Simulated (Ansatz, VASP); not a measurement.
**One calculation of In2GaP3, two programs**

Contents of INCAR:

```
SYSTEM = In2GaP3
  ALGO = Normal
  EDIFF = 1E-6
  EDIFFG = -0.04
  ENCUT = 600
  GGA = PE
  IBRION = 2
  ISIF = 3
  ISMEAR = 0
  LASPH = .True.
  LCHARG = .False.
  LREAL = .False.
  LWAVE = .False.
  NELM = 100
  NSW = 90
  PREC = Accurate
  SIGMA = 0.1
```

KPOINTS

```
k-points
0
Gamma
  3 3 3
  0 0 0
```

File POSCAR:

```
In2GaP3
1.0
    3.1864626500      1.8397050700      4.1346745300
   -3.1864626500      1.8397050700      4.1346745300
    0.0000000000     -3.6794101300      4.1346745300
In Ga P
2 1 3
Direct
    0.2999800600      0.2999800600      0.2999800600
    0.7000199400      0.7000199400      0.7000199400
    0.0000000000      0.0000000000      0.0000000000
    0.5000000000      0.5000000000      0.0000000000
    0.0000000000      0.5000000000      0.5000000000
    0.5000000000      0.0000000000      0.5000000000
```

Input for Ansatz:

```yaml
crystal:
  lattice:
    - [3.18646265, 1.83970507, 4.13467453]
    - [-3.18646265, 1.83970507, 4.13467453]
    - [0.0, -3.67941013, 4.13467453]
  atoms:
    - { symbol: In, position: [0.29998006, 0.29998006, 0.29998006] }
    - { symbol: In, position: [0.70001994, 0.70001994, 0.70001994] }
    - { symbol: Ga, position: [0.0, 0.0, 0.0] }
    - { symbol: P, position: [0.5, 0.5, 0.0] }
    - { symbol: P, position: [0.0, 0.5, 0.5] }
    - { symbol: P, position: [0.5, 0.0, 0.5] }
basis:
  ecutwfc: 420
kpoints:
  mp_grid: { grid: [3, 3, 3] }
hamiltonian:
  xc: pbe
scf:
  occupations: { method: gaussian, width: 0.1 }
  lower_state_search: "off"
output:
  forces: true
  stress: true
  eigenvalues: true
relax:
  adjacent_minimum: "off"
  f_tol: 0.04
  max_steps: 70
  cell: { stress_tol: 0.4 }
```

Alike in both runs: task relaxation of cell and atoms; functional PBE; k mesh 3 × 3 × 3; occupations gaussian, width 0.1 eV; no spin polarisation.

|  | VASP | Ansatz |
| --- | --- | --- |
| version | VASP 6.6.1 | Ansatz 0.2.0 |
| potentials or method | VASP PAW PBE potentials, release 64 (In_d, Ga_d, P), cutoff 600 eV | scalar-relativistic, plane waves, PAW |
| valence electrons in the cell | 54 | 54 |

Ansatz gave:

```
gap on the k mesh at the Fermi level, each at its own relaxed structure (eV) : none
relaxed volume (Å³/atom)                                                     : 23.34
relaxed cell length with the largest relative difference (Å)                 : 6.365
```

Task: Which values does VASP return?

Result: gap on the k mesh at the Fermi level, each at its own relaxed structure (eV): none; relaxed volume (Å³/atom): 31.07; relaxed cell length with the largest relative difference (Å): 5.759.

A gap of «none» marks a metal or a gap that the smearing closes. One of these differences is far larger than is usual between the two programs; its cause wasn't traced.

The k mesh is coarse, so the values compare programs but aren't converged. Noted on VASP's run: the volume moved by over 15 % at a fixed basis, so the end points are rough.
